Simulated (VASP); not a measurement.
# Sc (Fm-3m) in VASP: further runs, part 2 of 2

VASP 6.6.1.

## 4. Relaxation of cell and atoms, LDA, target pressure 8.8 GPa, at which the enthalpy is minimised

INCAR

```
  PREC = Accurate
  ENCUT = 600
  EDIFF = 1E-7
  ISMEAR = -1
  SIGMA = 0.1
  LREAL = F
  LASPH = T
  NELM = 100
  ALGO = Normal
  ISIF = 3
  LWAVE = F
  LCHARG = F
  IBRION = 2
  NSW = 60
  EDIFFG = -0.005
  PSTRESS = 88.0
```

KPOINTS

```
regular mesh
0
Gamma
  15 15 15
```

POSCAR

```
Sc
1.0
    0.0000000000      2.1477078424      2.1477078424
    2.1477078424      0.0000000000      2.1477078424
    2.1477078424      2.1477078424      0.0000000000
Sc
1
Direct
    0.0000000000      0.0000000000      0.0000000000
```

Potentials or basis: VASP PAW LDA potentials, release 64 (Sc_sv).

On the command line:

```console
$ cat potpaw_LDA.64/Sc_sv/POTCAR > POTCAR
$ mpirun -np 1 vasp_std > vasp.out
```

OUTCAR:

```text
PREC = Accurate
   ENCUT = 600
   EDIFF = 1E-7
   ISMEAR = -1
   LREAL = F
   LASPH = T
   NELM = 100
   ISIF = 3
   IBRION = 2
   NSW = 60
   EDIFFG = -0.005
   PSTRESS = 88.0

 ion  position               nearest neighbor table
   1  0.000  0.000  0.000-

  LATTYP: Found a face centered cubic cell.
 ALAT       =     4.2954156848

  Lattice vectors:

 A1 = (   0.0000000000,   2.1477078424,   2.1477078424)
 A2 = (   2.1477078424,   0.0000000000,   2.1477078424)
 A3 = (   2.1477078424,   2.1477078424,   0.0000000000)

Analysis of symmetry for initial positions (statically):
=====================================================================
 Subroutine PRICEL returns:
 Original cell was already a primitive cell.

 Routine SETGRP: Setting up the symmetry group for a
 face centered cubic supercell.

 Subroutine GETGRP returns: Found 48 space group operations
 (whereof 48 operations were pure point group operations)
 out of a pool of 48 trial point group operations.

The static configuration has the point symmetry O_h .

Analysis of symmetry for dynamics (positions and initial velocities):
=====================================================================
 Subroutine PRICEL returns:
 Original cell was already a primitive cell.

 Routine SETGRP: Setting up the symmetry group for a
[... 162 lines left out ...]
  external PRESSURE =       1.6703512 kB  Pullay stress =      88.0000000 kB
[... 61 lines left out ...]
--------------------------------------- Ionic step        3  -------------------------------------------

 number of electron      11.0000001 magnetization

 Free energy of the ion-electron system (eV)
  ---------------------------------------------------
  ext. energy  EPLUGINS =         0.00000000
  ---------------------------------------------------
  free energy    TOTEN  =        -6.64505228 eV

  energy without entropy =       -6.59918139  energy(sigma->0) =       -6.62211683

 E-fermi :   4.8879     XC(G=0): -11.0663

 val. band max:        4.8418680133   @ k =   0.4000   0.2000   0.0000
 cond. band min:       4.9064956928   @ k =  -0.3333   0.4000   0.2000
 fundamental gap:      0.0646276795
 Fermi energy:         4.8879077618

 k-point     1 :       0.0000    0.0000    0.0000
  band No.  band energies     occupation
      1     -43.4235      2.00000
      2     -21.9768      2.00000
      3     -21.9768      2.00000
      4     -21.9768      2.00000
      5      -0.5733      2.00000
      6       6.6907      0.00000
      7       6.6907      0.00000
      8       6.6907      0.00000
      9       8.5144      0.00000
[... 265 lines left out ...]
 k-point    24 :       0.2000    0.1333    0.0000
  band No.  band energies     occupation
      1     -43.3689      2.00000
      2     -22.2177      2.00000
      3     -22.0496      2.00000
      4     -22.0431      2.00000
      5       0.5979      2.00000
      6       5.7851      0.00025
      7       7.1390      0.00000
      8       7.2218      0.00000
      9       7.7246      0.00000

 [... further k-points ...]

------------------------ aborting loop because EDIFF is reached ----------------------------------------

  FORCE on cell =-STRESS in cart. coord.  units (eV):
  Direction    XX          YY          ZZ          XY          YZ          ZX
  --------------------------------------------------------------------------------------
  -------------------------------------------------------------------------------------
  Total        1.0900618      1.0900618      1.0900618     -0.0000000     -0.0000000      0.0000000
  in kB       87.9692780     87.9692780     87.9692780     -0.0000000     -0.0000000      0.0000000
  external PRESSURE =      -0.0307220 kB  Pullay stress =      88.0000000 kB
[... 20 lines left out ...]
  energy  without entropy=       -6.5991813922  energy(sigma->0) =       -6.62211683

  enthalpy is  TOTEN    =        -5.5546098147 eV   P V=        1.0904424615

 reached required accuracy - stopping structural energy minimisation
```

OSZICAR:

```text
N       E                     dE             d eps       ncg     rms          rms(c)
DAV:   1     0.761485965460E+02    0.76149E+02   -0.56725E+03  2160   0.139E+03
[... 17 lines left out ...]
   2 F= -.55546048E+01 E0= -.55316341E+01  d E =-.159419E-04
       N       E                     dE             d eps       ncg     rms          rms(c)
DAV:   1    -0.664515376187E+01    0.95519E-03   -0.31464E-03  2195   0.106E+00    0.760E-02
DAV:   2    -0.664506022105E+01    0.93541E-04   -0.27339E-04  3198   0.294E-01    0.198E-02
DAV:   3    -0.664505250153E+01    0.77195E-05   -0.33049E-05  3222   0.998E-02    0.979E-03
DAV:   4    -0.664505227465E+01    0.22687E-06   -0.75789E-07  2304   0.106E-02    0.469E-04
DAV:   5    -0.664505227624E+01   -0.15873E-08   -0.21380E-08  1177   0.303E-03
   3 F= -.55546098E+01 E0= -.55316744E+01  d E =-.209404E-04
```

Wall time 12 s (1 thread of Intel Xeon 6975P-C (Granite Rapids), shared host); peak memory 0.15 GiB.

What came out:

```
Free energy                                                : -6.6451 eV
Relaxed volume                                             : 19.85 Å³/atom
Relaxed cell                                               : a = 3.039 Å, b = 3.039 Å, c = 3.039 Å, α = 60.00°, β = 60.00°, γ = 60.00°
Space group after relaxing (to 0.1 Å)                      : Fm-3m (No. 225)
Energy change on relaxing (the run minimises the enthalpy) : -2.2 meV/atom
Ionic steps                                                : 3
Pressure after relaxing                                    : 8.8 GPa
Band gap on the k mesh                                     : zero (an odd number of electrons rules out a gap without spin polarisation)
```

Step by step:
```csv
step,energy change (eV),largest force (eV/Å),pressure (GPa),volume (Å³)
1,0.0000,0.0000,8.97,19.81
2,-0.0033,0.0000,8.72,19.87
3,-0.0022,0.0000,8.80,19.85
```

Final structure:
```
Sc
1.0
     0.00000    2.14915    2.14915
     2.14915    0.00000    2.14915
     2.14915    2.14915    0.00000
Sc
1
Direct
  0.00000 0.00000 0.00000
```

Caveat: the cell is relaxed towards a set pressure, so the run minimises the enthalpy, not the energy.

## 5. Relaxation of cell and atoms, LDA, target pressure 8.8 GPa, at which the enthalpy is minimised

INCAR

```
SYSTEM = Sc
ALGO     = Normal         ! electronic algorithm
EDIFF    = 1E-6           ! SCF threshold, eV
EDIFFG   = -0.005         ! ionic threshold
ENCUT    = 600            ! plane-wave cutoff, eV
GGA      = CA             ! functional
IBRION   = 2              ! ionic algorithm
ISIF     = 3              ! what is computed and relaxed
ISMEAR   = -1             ! smearing method
LASPH    = .TRUE.         ! aspherical terms in the spheres
LCHARG   = .FALSE.        ! write CHGCAR
LREAL    = .FALSE.        ! projectors in reciprocal space
LWAVE    = .FALSE.        ! write WAVECAR
NELM     = 100            ! most SCF steps
NSW      = 32             ! ionic steps
PREC     = Accurate       ! precision mode
PSTRESS  = 88.0         
SIGMA    = 0.1            ! smearing width, eV
```

KPOINTS

```
k-points
0
G
  15 15 15
  0 0 0
```

POSCAR is that of step 4.

On the command line:

```console
$ cat potpaw_LDA.64/Sc_sv/POTCAR > POTCAR
$ mpirun -np 1 vasp_std > vasp.out
```

It took 14 s on 1 thread of Intel Xeon 6975P-C (Granite Rapids), shared host; peak memory 0.15 GiB.

The run converged. Its results:

| Item | Value |
| --- | --- |
| Free energy | -6.6451 eV |
| Relaxed volume | 19.85 Å³/atom |
| Relaxed cell | a = 3.039 Å, b = 3.039 Å, c = 3.039 Å, α = 60.00°, β = 60.00°, γ = 60.00° |
| Space group after relaxing (to 0.1 Å) | Fm-3m (No. 225) |
| Energy change on relaxing (the run minimises the enthalpy) | -2.3 meV/atom |
| Ionic steps | 3 |
| Pressure after relaxing | 8.8 GPa |
| Band gap on the k mesh | zero (an odd number of electrons rules out a gap without spin polarisation) |

The path:
```
step  energy change (eV)  largest force (eV/Å)  pressure (GPa)  volume (Å³)
   1              0.0000                0.0000            8.97        19.81
   2             -0.0033                0.0000            8.73        19.87
   3             -0.0023                0.0000            8.78        19.85
```

Final structure:
```
Sc
1.0
     0.00000    2.14918    2.14918
     2.14918    0.00000    2.14918
     2.14918    2.14918    0.00000
Sc
1
Direct
  0.00000 0.00000 0.00000
```

Levels at points of the mesh, in eV from the Fermi level:
```
           k point  band 1  band 2  band 3  band 4  band 5  band 6  band 7  band 8  band 9
(0.00, 0.00, 0.00)  -48.31  -26.86  -26.86  -26.86   -5.46    1.80    1.80    1.80    3.63
```

Caveat: the cell is relaxed towards a set pressure, so the run minimises the enthalpy, not the energy.

The gap in the log of VASP goes by the Fermi energy; the results here count the filled bands.